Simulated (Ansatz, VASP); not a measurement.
## AlAs in VASP and in Ansatz

```xyz
2
Lattice="0.0000 2.8379 2.8379 2.8379 0.0000 2.8379 2.8379 2.8379 0.0000" Properties=species:S:1:pos:R:3 pbc="T T T"
Al    0.0000    0.0000    0.0000
As    4.2569    4.2569    4.2569
```

Alike in both runs: task single point; functional PBE; k mesh 6 × 6 × 6; occupations gaussian, width 0.1 eV; no spin polarisation.

|  | VASP | Ansatz |
| --- | --- | --- |
| version | VASP 6.6.1 | Ansatz 0.2.0 |
| potentials or method | VASP PAW PBE potentials, release 64 (Al, As), cutoff 500 eV | scalar-relativistic, plane waves, PAW |
| valence electrons in the cell | 8 | 18 |

|  | VASP | Ansatz | Ansatz less VASP |
| --- | --- | --- | --- |
| gap on the k mesh at the Fermi level (eV) | 1.45 | 1.46 | +0.010 |
| least direct gap on the mesh (eV) | 2.00 | 1.99 | -0.007 |
| pressure (GPa) | 2.2 | 2.0 | -0.18 |

VASP's potentials hold 8 valence electrons a cell and Ansatz's 18, so a difference there can come from the potentials and not from the codes.
